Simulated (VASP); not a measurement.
# GaN (F-43m) in VASP: further runs, part 2 of 2

VASP 6.6.1. Earlier steps stand in the parts before.

### Step 3. Single point, PBEsol

This run uses another cell than the first one, of 12.24 Å³/atom, 1.029 times its volume.

Input file INCAR:

```
  PREC = Accurate
  ENCUT = 520
  EDIFF = 1E-6
  ISMEAR = 0
  SIGMA = 0.01
  LREAL = F
  LASPH = T
  NELM = 80
  ALGO = Normal
  ISIF = 2
  LWAVE = F
  LCHARG = F
  GGA = PS
  NBANDS = 16
```

Input file KPOINTS:

```
Automatic mesh
0
Gamma
  7 7 7
```

Input file POSCAR:

```
GaN
1.0
    0.0000000000      2.3049009798      2.3049009798
    2.3049009798      0.0000000000      2.3049009798
    2.3049009798      2.3049009798      0.0000000000
Ga N
1 1
Direct
    0.0000000000      0.0000000000      0.0000000000
    0.7500000000      0.7500000000      0.7500000000
```

Potentials or basis: VASP PAW PBE potentials, release 64 (Ga_d, N).

On the command line:

```sh
$ cat potpaw_PBE.64/Ga_d/POTCAR potpaw_PBE.64/N/POTCAR > POTCAR
$ mpirun -np 1 vasp_std > vasp.out
```

OUTCAR:

```text
PREC = Accurate
   ENCUT = 520
   EDIFF = 1E-6
   ISMEAR = 0
   LREAL = F
   LASPH = T
   NELM = 80
   ISIF = 2
   GGA = PS

 ion  position               nearest neighbor table
   1  0.000  0.000  0.000-   2 2.00   2 2.00   2 2.00   2 2.00
   2  0.750  0.750  0.750-   1 2.00   1 2.00   1 2.00   1 2.00

  LATTYP: Found a face centered cubic cell.
 ALAT       =     4.6098019596

  Lattice vectors:

 A1 = (   0.0000000000,   2.3049009798,   2.3049009798)
 A2 = (   2.3049009798,   0.0000000000,   2.3049009798)
 A3 = (   2.3049009798,   2.3049009798,   0.0000000000)

Analysis of symmetry for initial positions (statically):
=====================================================================
 Subroutine PRICEL returns:
 Original cell was already a primitive cell.

 Routine SETGRP: Setting up the symmetry group for a
 face centered cubic supercell.

 Subroutine GETGRP returns: Found 24 space group operations
 (whereof 24 operations were pure point group operations)
 out of a pool of 48 trial point group operations.

The static configuration has the point symmetry T_d .

Analysis of symmetry for dynamics (positions and initial velocities):
=====================================================================
 Subroutine PRICEL returns:
 Original cell was already a primitive cell.

 Routine SETGRP: Setting up the symmetry group for a
 face centered cubic supercell.

 Subroutine GETGRP returns: Found 24 space group operations
 (whereof 24 operations were pure point group operations)
 out of a pool of 48 trial point group operations.

The dynamic configuration has the point symmetry T_d .

 Subroutine INISYM returns: Found 24 space group operations
 (whereof 24 operations are pure point group operations),
 and found     1 'primitive' translations

----------------------------------------------------------------------------------------

                                     Primitive cell
[... 103 lines left out ...]
   IALGO  =     38    algorithm
   IMIX   =      4    mixing-type and parameters
     AMIX     =   0.40;   BMIX     =  1.00
     AMIX_MAG =   1.60;   BMIX_MAG =  1.00
  volume/ion in A,a.u.               =      12.24        82.63
  Fermi-wavevector in a.u.,A,eV,Ry     =   1.477418  2.791915 29.698308  2.182764
  Thomas-Fermi vector in A             =   2.591825
   LORBIT       =      0    0 simple, 1 ext, 2 COOP (PROOUT), +10 PAW based schemes
   GGA     = PS    functional components
   LHFCALC =     F    Hartree Fock is set to
   AEXX    =    0.0000 exact exchange contribution
   IVDW    =     0    specifies the selected vdW correction
   LEPSILON=     F    determine dielectric tensor
   LRPA    =     F    only Hartree local field effects (RPA)
 non-spin polarized calculation
 Gauss-broadening in eV      SIGMA  =   0.01
  energy-cutoff  :      520.00
  volume of cell :       24.49
 maximum number of plane-waves:       670
   NGX = 13   NGY = 13   NGZ = 13

 number of electron      17.9999991 magnetization

 Free energy of the ion-electron system (eV)
  ---------------------------------------------------
  ext. energy  EPLUGINS =         0.00000000
  ---------------------------------------------------
  free energy    TOTEN  =       -13.05159579 eV

  energy without entropy =      -13.05159579  energy(sigma->0) =      -13.05159579

 E-fermi :   4.4932     XC(G=0): -11.5431

 val. band max:        4.4403054713   @ k =   0.0000   0.0000   0.0000
 cond. band min:       5.6913364987   @ k =   0.0000   0.0000   0.0000
 fundamental gap:      1.2510310273
 Fermi energy:         4.4931541803

 k-point     1 :       0.0000    0.0000    0.0000
  band No.  band energies     occupation
      1     -10.9324      2.00000
      2      -8.9215      2.00000
      3      -8.9215      2.00000
      4      -8.9215      2.00000
      5      -8.6598      2.00000
      6      -8.6598      2.00000
[... 357 lines left out ...]
      3      -8.7612      2.00000
      4      -8.6685      2.00000
      5      -8.6428      2.00000
      6      -6.7919      2.00000
[... 8 lines left out ...]
     15      22.9754      0.00000
     16      26.5458      0.00000

------------------------ aborting loop because EDIFF is reached ----------------------------------------

  FORCE on cell =-STRESS in cart. coord.  units (eV):
  Direction    XX          YY          ZZ          XY          YZ          ZX
  --------------------------------------------------------------------------------------
  -------------------------------------------------------------------------------------
  Total       -1.8196548     -1.8196548     -1.8196548     -0.0000000     -0.0000000     -0.0000000
  in kB     -119.0454444   -119.0454444   -119.0454444     -0.0000000     -0.0000000     -0.0000000
  external PRESSURE =    -119.0454444 kB  Pullay stress =       0.0000000 kB

 VOLUME and BASIS-vectors are now :
 -----------------------------------------------------------------------------
  energy-cutoff  :      520.00
  volume of cell :       24.49
      direct lattice vectors                 reciprocal lattice vectors
     0.000000000  2.304900980  2.304900980    -0.216929059  0.216929059  0.216929059
     2.304900980  0.000000000  2.304900980     0.216929059 -0.216929059  0.216929059
     2.304900980  2.304900980  0.000000000     0.216929059  0.216929059 -0.216929059

 POSITION                                       TOTAL-FORCE (eV/Angst)
 -----------------------------------------------------------------------------------
      0.00000      0.00000      0.00000        -0.000000     -0.000000     -0.000000
      3.45735      3.45735      3.45735         0.000000      0.000000      0.000000
 -----------------------------------------------------------------------------------
    total drift:                               -0.000000     -0.000000     -0.000000

  FREE ENERGIE OF THE ION-ELECTRON SYSTEM (eV)
  ---------------------------------------------------
  free  energy   TOTEN  =       -13.0515957876 eV

  energy  without entropy=      -13.0515957876  energy(sigma->0) =      -13.05159579
```

OSZICAR:

```text
N       E                     dE             d eps       ncg     rms          rms(c)
DAV:   1     0.764265331699E+02    0.76427E+02   -0.95345E+03   728   0.196E+03
DAV:   2    -0.918432636262E+01   -0.85611E+02   -0.80146E+02   728   0.316E+02
DAV:   3    -0.146916610763E+02   -0.55073E+01   -0.54867E+01   736   0.681E+01
DAV:   4    -0.147515058649E+02   -0.59845E-01   -0.59838E-01   824   0.758E+00
DAV:   5    -0.147523551378E+02   -0.84927E-03   -0.84927E-03   784   0.792E-01    0.695E+00
DAV:   6    -0.130879603273E+02    0.16644E+01   -0.43132E+00   976   0.372E+01    0.266E+00
DAV:   7    -0.130709203931E+02    0.17040E-01   -0.24320E-01   672   0.592E+00    0.169E+00
DAV:   8    -0.130555978877E+02    0.15323E-01   -0.68240E-02   768   0.250E+00    0.819E-01
DAV:   9    -0.130513826853E+02    0.42152E-02   -0.10064E-02   936   0.184E+00    0.270E-01
DAV:  10    -0.130516494435E+02   -0.26676E-03   -0.11054E-03   680   0.335E-01    0.191E-01
DAV:  11    -0.130515955066E+02    0.53937E-04   -0.14661E-04   960   0.251E-01    0.412E-02
DAV:  12    -0.130515959566E+02   -0.44997E-06   -0.15617E-05   704   0.364E-02    0.124E-02
DAV:  13    -0.130515957876E+02    0.16896E-06   -0.66368E-07   544   0.958E-03
   1 F= -.13051596E+02 E0= -.13051596E+02  d E =-.365914E-16
```

Wall time 3.7 s (1 thread of Intel Xeon 6975P-C (Granite Rapids), shared host); peak memory 0.13 GiB.

Results:

* Free energy: -13.0516 eV
* Pressure: -11.9 GPa
* Band gap on the k mesh: 1.25 eV, direct

Levels at points of the mesh, in eV from the valence-band top:
| k point | band 7 | band 8 | band 9 | band 10 | band 11 | band 12 |
| --- | --- | --- | --- | --- | --- | --- |
| (0.00, 0.00, 0.00) | 0.00 | 0.00 | 0.00 | 1.25 | 9.79 | 9.79 |

Caveat: the PAW data sets were made with another functional, which shifts forces and pressure a little.
